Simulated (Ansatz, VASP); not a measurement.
# Two plane-wave programs on HfO2

INCAR

```
ALGO     = Normal         # electronic algorithm
EDIFF    = 1E-6           # SCF threshold, eV
ENCUT    = 520            # plane-wave cutoff, eV
GGA      = PE             # functional
ISIF     = 2              # what is computed and relaxed
ISMEAR   = -1             # smearing method
LASPH    = True           # aspherical terms in the spheres
LCHARG   = False          # write CHGCAR
LREAL    = False          # projectors in reciprocal space
LWAVE    = False          # write WAVECAR
NBANDS   = 18             # bands
NELM     = 80             # most SCF steps
PREC     = Accurate       # precision mode
SIGMA    = 0.02           # smearing width, eV
```

Contents of KPOINTS:

```
k-points
0
Gamma
  8 8 8
```

POSCAR

```
HfO2
1.0
    0.0000000000      2.4280150265      2.4280150265
    2.4280150265      0.0000000000      2.4280150265
    2.4280150265      2.4280150265      0.0000000000
Hf O
1 2
Direct
    0.0000000000      0.0000000000      0.0000000000
    0.2500000000      0.2500000000      0.2500000000
    0.7500000000      0.7500000000      0.7500000000
```

Input for Ansatz:

```yaml
crystal:
  lattice:
    - [0.0, 2.4280150265, 2.4280150265]
    - [2.4280150265, 0.0, 2.4280150265]
    - [2.4280150265, 2.4280150265, 0.0]
  atoms:
    - { symbol: Hf, position: [0.0, 0.0, 0.0] }
    - { symbol: O, position: [0.25, 0.25, 0.25] }
    - { symbol: O, position: [0.75, 0.75, 0.75] }
kpoints:
  mp_grid: { grid: [8, 8, 8] }
  band_path:
    path:
      - [0.0, 0.0, 0.0]
      - [0.5, 0.0, 0.5]
      - [0.625, 0.25, 0.625]
      - [0.375, 0.375, 0.75]
      - [0.5, 0.5, 0.5]
      - [0.5, 0.25, 0.75]
      - [0.0, 0.5, 0.5]
    npoints: 1
hamiltonian:
  xc: pbe
scf:
  occupations: { method: fermi_dirac, width: 0.02 }
  n_extra_bands: 4
output:
  forces: true
  stress: true
  eigenvalues: true
```

Change from the starting cell: hydrostatic strain -4.0%.

Alike in both runs: task single point; functional PBE; k mesh 8 × 8 × 8; occupations fermi-dirac, width 0.02 eV; no spin polarisation.

|  | VASP | Ansatz |
| --- | --- | --- |
| version | VASP 6.6.1 | Ansatz 0.2.0 |
| potentials or method | VASP PAW PBE potentials, release 64 (Hf_pv, O) | plane waves, PAW |
| plane-wave cutoff (eV) | 520 | 420 |
| valence electrons in the cell | 22 | 38 |

Ansatz gave:

| Property | Result |
| --- | --- |
| gap on the k mesh at the Fermi level (eV) | 4.09 |
| pressure (GPa) | 48.6 |

What did VASP give for the same quantities?

gap on the k mesh at the Fermi level (eV): 4.15; pressure (GPa): 43.6.

The pressures are high and differ by over a tenth, so treat them with care. VASP's potentials hold 22 valence electrons a cell and Ansatz's 38, so a difference there can come from the potentials and not from the codes.

Spin-orbit coupling is off throughout.
